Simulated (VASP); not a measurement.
Here is a VASP 6.6.1 calculation.

INCAR

```
SYSTEM = PbS
ALGO     = Normal         ! electronic algorithm
EDIFF    = 1E-6           ! SCF threshold, eV
ENCUT    = 520            ! plane-wave cutoff, eV
GGA      = PS             ! functional
ISIF     = 2              ! what is computed and relaxed
ISMEAR   = 0              ! smearing method
LASPH    = .True.         ! aspherical terms in the spheres
LCHARG   = .False.        ! write CHGCAR
LREAL    = .False.        ! projectors in reciprocal space
LWAVE    = .False.        ! write WAVECAR
NBANDS   = 17             ! bands
NELM     = 80             ! most SCF steps
PREC     = Accurate       ! precision mode
SIGMA    = 0.01           ! smearing width, eV
```

Contents of KPOINTS:

```
k-points
0
Gamma
  10 10 10
  0 0 0
```

POSCAR

```
PbS
1.0
    0.0000000000      2.9517331959      2.9517331959
    2.9517331959      0.0000000000      2.9517331959
    2.9517331959      2.9517331959      0.0000000000
Pb S
1 1
Direct
    0.0000000000      0.0000000000      0.0000000000
    0.5000000000      0.5000000000      0.5000000000
```

Potentials or basis: VASP PAW PBE potentials, release 64 (Pb_d, S).

Command:

```bash
$ cat potpaw_PBE.64/Pb_d/POTCAR potpaw_PBE.64/S/POTCAR > POTCAR
$ mpirun -np 1 vasp_std > vasp.out
```

Question: What does it give for the pressure?

Answer: -0.1 GPa.

Question: Estimate the band gap on the k mesh.

Answer: 0.20 eV, direct.

Caveat: the PAW data sets were made with another functional, which shifts forces and pressure a little; spin-orbit coupling is left out, which moves the levels of the heavy elements. A k mesh can miss the band edges.
